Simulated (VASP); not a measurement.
# NbP2 (Fm-3m) in VASP: relaxation of cell and atoms with r2SCAN

Aim: the relaxation of cell and atoms of NbP2 with r2SCAN.

All numbers are computed with VASP 6.6.1; they aren't measurements. Logs are shortened: lines on timing, memory, paths and dates and some standing lists are left out, and cuts for length are marked.

## Step 1: The cell of the first run

Symmetry: Fm-3m, No. 225, cubic system. Conventional cell: a = 6.032 Å, b = 6.032 Å, c = 6.032 Å, α = 90.00°, β = 90.00°, γ = 90.00°. Nb (site symmetry m-3m) has 8 P at 2.61 Å within 3.4 Å. P (site symmetry -43m) has 4 Nb at 2.61 Å and 6 P at 3.02 Å within 3.4 Å.

## Step 2: Relaxation of cell and atoms, r2SCAN

File POSCAR:

```
NbP2
1.0
    0.0000000000      3.0160596600      3.0160596600
    3.0160596600      0.0000000000      3.0160596600
    3.0160596600      3.0160596600      0.0000000000
Nb P
1 2
Direct
    0.0000000000      0.0000000000      0.0000000000
    0.2500000000      0.2500000000      0.2500000000
    0.7500000000      0.7500000000      0.7500000000
```

File INCAR.step1:

```
  PREC = Accurate
  ENCUT = 600
  ISMEAR = 0
  SIGMA = 0.1
  LREAL = False
  LASPH = True
  NELM = 100
  GGA = PE
  ALGO = Normal
  EDIFF = 1E-4
  LWAVE = True
  LCHARG = False
```

File INCAR.step2:

```
  PREC = Accurate
  ENCUT = 600
  EDIFF = 1E-7
  ISMEAR = 0
  SIGMA = 0.1
  LREAL = False
  LASPH = True
  NELM = 100
  ALGO = Normal
  ISIF = 3
  LWAVE = False
  LCHARG = False
  METAGGA = R2SCAN
  LMIXTAU = True
  IBRION = 2
  NSW = 100
  EDIFFG = -0.01
  ISTART = 1
```

File KPOINTS:

```
Automatic mesh
0
Gamma
  14 14 14
```

Potentials or basis: VASP PAW PBE potentials, release 64 (Nb_sv, P).

Command:

```sh
$ cat potpaw_PBE.64/Nb_sv/POTCAR potpaw_PBE.64/P/POTCAR > POTCAR
$ cp INCAR.step1 INCAR
$ mpirun -np 1 vasp_std > vasp.out
$ cp INCAR.step2 INCAR
$ mpirun -np 1 vasp_std > vasp.out
```

OUTCAR:

```text
PREC = Accurate
   ENCUT = 600
   EDIFF = 1E-7
   ISMEAR = 0
   LREAL = False
   LASPH = True
   NELM = 100
   ISIF = 3
   METAGGA = R2SCAN
   IBRION = 2
   NSW = 100
   EDIFFG = -0.01
   ISTART = 1

 ion  position               nearest neighbor table
   1  0.000  0.000  0.000-   3 2.61   3 2.61   3 2.61   2 2.61   3 2.61   2 2.61   2 2.61   2 2.61

   2  0.250  0.250  0.250-   1 2.61   1 2.61   1 2.61   1 2.61
   3  0.750  0.750  0.750-   1 2.61   1 2.61   1 2.61   1 2.61

  LATTYP: Found a face centered cubic cell.
 ALAT       =     6.0321193200

  Lattice vectors:

 A1 = (   0.0000000000,   3.0160596600,   3.0160596600)
 A2 = (   3.0160596600,   0.0000000000,   3.0160596600)
 A3 = (   3.0160596600,   3.0160596600,   0.0000000000)

Analysis of symmetry for initial positions (statically):
=====================================================================
 Subroutine PRICEL returns:
 Original cell was already a primitive cell.

 Routine SETGRP: Setting up the symmetry group for a
 face centered cubic supercell.

 Subroutine GETGRP returns: Found 48 space group operations
 (whereof 48 operations were pure point group operations)
 out of a pool of 48 trial point group operations.

The static configuration has the point symmetry O_h .

Analysis of symmetry for dynamics (positions and initial velocities):
=====================================================================
 Subroutine PRICEL returns:
 Original cell was already a primitive cell.

 Routine SETGRP: Setting up the symmetry group for a
 face centered cubic supercell.

 Subroutine GETGRP returns: Found 48 space group operations
 (whereof 48 operations were pure point group operations)
 out of a pool of 48 trial point group operations.

The dynamic configuration has the point symmetry O_h .

 Subroutine INISYM returns: Found 48 space group operations
 (whereof 48 operations are pure point group operations),
 and found     1 'primitive' translations

----------------------------------------------------------------------------------------

                                     Primitive cell

  volume of cell :      54.8719

  direct lattice vectors                    reciprocal lattice vectors
     0.000000000  3.016059660  3.016059660    -0.165779214  0.165779214  0.165779214
     3.016059660  0.000000000  3.016059660     0.165779214 -0.165779214  0.165779214
     3.016059660  3.016059660  0.000000000     0.165779214  0.165779214 -0.165779214

  length of vectors
     4.265352476  4.265352476  4.265352476     0.287138022  0.287138022  0.287138022

[... 100 lines left out ...]
   IMIX   =      4    mixing-type and parameters
     AMIX     =   0.40;   BMIX     =  1.00
     AMIX_MAG =   1.60;   BMIX_MAG =  1.00
  volume/ion in A,a.u.               =      18.29       123.43
  Fermi-wavevector in a.u.,A,eV,Ry     =   1.225183  2.315260 20.423333  1.501073
  Thomas-Fermi vector in A             =   2.360230
   LORBIT       =      0    0 simple, 1 ext, 2 COOP (PROOUT), +10 PAW based schemes
   METAGGA = R2SCAN    functional components
   LHFCALC =     F    Hartree Fock is set to
   AEXX    =    0.0000 exact exchange contribution
   IVDW    =     0    specifies the selected vdW correction
   LEPSILON=     F    determine dielectric tensor
   LRPA    =     F    only Hartree local field effects (RPA)
 conjugate gradient relaxation of ions
 non-spin polarized calculation
 Gauss-broadening in eV      SIGMA  =   0.10
  energy-cutoff  :      600.00
  volume of cell :       54.87
 maximum number of plane-waves:      1853
 NGX is ok and might be reduce to    36
   NGX = 17   NGY = 17   NGZ = 17

--------------------------------------- Ionic step        1  -------------------------------------------

 number of electron      23.0000002 magnetization

 Free energy of the ion-electron system (eV)
  ---------------------------------------------------
  ext. energy  EPLUGINS =         0.00000000
  ---------------------------------------------------
  free energy    TOTEN  =       -42.96667538 eV

  energy without entropy =      -42.95766350  energy(sigma->0) =      -42.96216944

------------------------ aborting loop because EDIFF is reached ----------------------------------------

  FORCE on cell =-STRESS in cart. coord.  units (eV):
  Direction    XX          YY          ZZ          XY          YZ          ZX
  --------------------------------------------------------------------------------------
  -------------------------------------------------------------------------------------
  Total       -0.0713866     -0.0713866     -0.0713866      0.0000000     -0.0000000      0.0000000
  in kB       -2.0843834     -2.0843834     -2.0843834      0.0000000     -0.0000000      0.0000000
  external PRESSURE =      -2.0843834 kB  Pullay stress =       0.0000000 kB
[... 61 lines left out ...]
--------------------------------------- Ionic step        3  -------------------------------------------

 number of electron      23.0000002 magnetization

 Free energy of the ion-electron system (eV)
  ---------------------------------------------------
  ext. energy  EPLUGINS =         0.00000000
  ---------------------------------------------------
  free energy    TOTEN  =       -42.96673814 eV

  energy without entropy =      -42.95767771  energy(sigma->0) =      -42.96220793

 E-fermi :   8.3858     XC(G=0): -11.5193

 val. band max:        8.3649251966   @ k =   0.5000   0.2857   0.1429
 cond. band min:       8.3874297626   @ k =  -0.2143   0.2143   0.0000
 fundamental gap:      0.0225045660
 Fermi energy:         8.3857579348

 k-point     1 :       0.0000    0.0000    0.0000
  band No.  band energies     occupation
      1     -48.9635      2.00000
      2     -24.3295      2.00000
      3     -24.3295      2.00000
      4     -24.3295      2.00000
      5      -5.2945      2.00000
      6       0.9299      2.00000
      7       2.9679      2.00000
      8       2.9679      2.00000
      9       2.9679      2.00000
     10       7.8395      2.00000
     11       7.8395      2.00000
     12       9.6303      0.00000
     13       9.6303      0.00000
     14       9.6303      0.00000
[... 401 lines left out ...]
      2     -24.3574      2.00000
      3     -24.3370      2.00000
      4     -24.3368      2.00000
      5      -4.4414      2.00000
      6      -1.0223      2.00000
      7       3.3634      2.00000
      8       3.3951      2.00000
      9       5.2248      2.00000
     10       6.0980      2.00000
     11       7.7798      2.00000
     12       8.0362      2.00000
     13       8.9765      0.00000
     14       9.9456      0.00000
     15      11.2730      0.00000

 [... further k-points ...]
[... 5 lines left out ...]
  --------------------------------------------------------------------------------------
  -------------------------------------------------------------------------------------
  Total        0.0012671      0.0012671      0.0012671      0.0000000      0.0000000     -0.0000000
  in kB        0.0370623      0.0370623      0.0370623      0.0000000      0.0000000     -0.0000000
  external PRESSURE =       0.0370623 kB  Pullay stress =       0.0000000 kB
[... 18 lines left out ...]
  FREE ENERGIE OF THE ION-ELECTRON SYSTEM (eV)
  ---------------------------------------------------
  free  energy   TOTEN  =       -42.9667381432 eV

  energy  without entropy=      -42.9576777075  energy(sigma->0) =      -42.96220793

 reached required accuracy - stopping structural energy minimisation
```

OUTCAR.step1:

```text
PREC = Accurate
   ENCUT = 600
   ISMEAR = 0
   LREAL = False
   LASPH = True
[... 658 lines left out ...]
      0.00000      0.00000      0.00000         0.000000      0.000000      0.000000
      1.50803      1.50803      1.50803        -0.000000     -0.000000     -0.000000
      4.52409      4.52409      4.52409         0.000000      0.000000     -0.000000
 -----------------------------------------------------------------------------------
    total drift:                               -0.000000      0.000000      0.000000

  FREE ENERGIE OF THE ION-ELECTRON SYSTEM (eV)
  ---------------------------------------------------
  free  energy   TOTEN  =       -21.0819668822 eV

  energy  without entropy=      -21.0691468812  energy(sigma->0) =      -21.07555688
```

OSZICAR.step1:

```text
N       E                     dE             d eps       ncg     rms          rms(c)
DAV:   1     0.191335916632E+03    0.19134E+03   -0.12402E+04  3120   0.158E+03
DAV:   2    -0.977582984160E+01   -0.20111E+03   -0.19862E+03  3946   0.464E+02
DAV:   3    -0.221042093754E+02   -0.12328E+02   -0.12023E+02  5476   0.859E+01
DAV:   4    -0.225767286505E+02   -0.47252E+00   -0.47135E+00  4534   0.165E+01
DAV:   5    -0.225968690886E+02   -0.20140E-01   -0.20035E-01  5422   0.321E+00    0.940E+00
DAV:   6    -0.213533102457E+02    0.12436E+01   -0.18475E+01  5366   0.248E+01    0.507E+00
DAV:   7    -0.210982434540E+02    0.25507E+00   -0.33585E+00  5246   0.114E+01    0.297E+00
DAV:   8    -0.210955175295E+02    0.27259E-02   -0.40058E-01  5290   0.506E+00    0.804E-01
DAV:   9    -0.210820494550E+02    0.13468E-01   -0.14785E-01  5348   0.254E+00    0.225E-01
DAV:  10    -0.210820248542E+02    0.24601E-04   -0.33009E-03  3574   0.574E-01    0.801E-02
DAV:  11    -0.210819769559E+02    0.47898E-04   -0.22918E-03  5273   0.305E-01    0.336E-02
DAV:  12    -0.210819668822E+02    0.10074E-04   -0.14935E-04  1833   0.907E-02
   1 F= -.21081967E+02 E0= -.21075557E+02  d E =-.128200E-01
```

It took 15 min on 1 thread of Intel Xeon Platinum 8375C at 2.90GHz (Ice Lake), shared host; peak memory 0.3 GiB.

What came out:

```
Free energy                           : -42.9667 eV
Relaxed volume                        : 18.26 Å³/atom
Relaxed cell                          : a = 4.263 Å, b = 4.263 Å, c = 4.263 Å, α = 60.00°, β = 60.00°, γ = 60.00°
Space group after relaxing (to 0.1 Å) : Fm-3m (No. 225)
Energy gained by relaxing             : 0.0 meV/atom
Ionic steps                           : 3
Pressure after relaxing               : 0.0 GPa
Band gap on the k mesh                : zero (an odd number of electrons rules out a gap without spin polarisation)
```

Final structure:
```xyz
3
Lattice="0.0000 3.0143 3.0143 3.0143 0.0000 3.0143 3.0143 3.0143 0.0000" Properties=species:S:1:pos:R:3 pbc="T T T"
Nb    0.0000    0.0000    0.0000
P     1.5072    1.5072    1.5072
P     4.5215    4.5215    4.5215
```

Levels at points of the mesh, in eV from the Fermi level:
| k point | band 7 | band 8 | band 9 | band 10 | band 11 | band 12 | band 13 | band 14 | band 15 |
| --- | --- | --- | --- | --- | --- | --- | --- | --- | --- |
| (0.00, 0.00, 0.00) | -5.42 | -5.42 | -5.42 | -0.55 | -0.55 | 1.24 | 1.24 | 1.24 | 4.99 |
| (0.50, 0.00, 0.00) | -4.49 | -4.49 | -2.58 | -1.82 | -1.82 | -1.49 | 0.02 | 0.02 | 3.10 |
| (0.50, 0.50, 0.00) | -6.81 | -4.18 | -4.18 | -1.71 | -1.71 | -0.30 | 0.77 | 3.13 | 3.21 |

Caveat: the PAW data sets were made with another functional, which shifts forces and pressure a little; an odd number of electrons without spin polarisation forces a metal; a magnetic or distorted state may lie lower.

The gap in the log of VASP goes by the Fermi energy; the results here count the filled bands.